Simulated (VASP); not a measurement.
Wanted: the native input for a VASP 6.6.1 run.

```
Task                   : single point
Functional             : PBE
Potentials or basis    : VASP PAW PBE potentials, release 64 (Ni, O)
Cutoff                 : 520 eV
k mesh                 : 19 × 19 × 19
Occupations            : fermi-dirac, width 0.0612256 eV
Spin                   : no spin polarisation
Dipole correction      : no
Further INCAR settings : ALGO = Normal; EDIFF = 1e-07; NBANDS = 20
```

The structure of Ni2O (antifluorite type) lies in POSCAR:

```
Ni2O
1.0
    0.0000000000      2.5433708832      2.5433708832
    2.5433708832      0.0000000000      2.5433708832
    2.5433708832      2.5433708832      0.0000000000
Ni O
2 1
Direct
    0.2500000000      0.2500000000      0.2500000000
    0.7500000000      0.7500000000      0.7500000000
    0.0000000000      0.0000000000      0.0000000000
```

These files were run (other wordings do the same):

INCAR

```
ALGO = Normal
EDIFF = 1E-7
ENCUT = 520
GGA = PE
ISIF = 2
ISMEAR = -1
LASPH = True
LCHARG = False
LREAL = False
LWAVE = False
NBANDS = 20
NELM = 100
PREC = Accurate
SIGMA = 0.06122561905347299
```

KPOINTS

```
k-points
0
Gamma
  19 19 19
```

Potentials or basis: VASP PAW PBE potentials, release 64 (Ni, O).

Run with:

```bash
$ cat potpaw_PBE.64/Ni/POTCAR potpaw_PBE.64/O/POTCAR > POTCAR
$ mpirun -np 1 vasp_std > vasp.out
```

It gave:

| Quantity | Value |
| --- | --- |
| Pressure | -5.5 GPa |
| Band gap on the k mesh | zero (bands 13 and 14 overlap by 0.36 eV) |

Caveat: the cell stands under tension; the run has no spin polarisation, though such a crystal can be magnetic.

It took 4.9 min on 1 thread of Intel Xeon 8259CL, with other jobs on the host, peak memory 0.26 GiB.
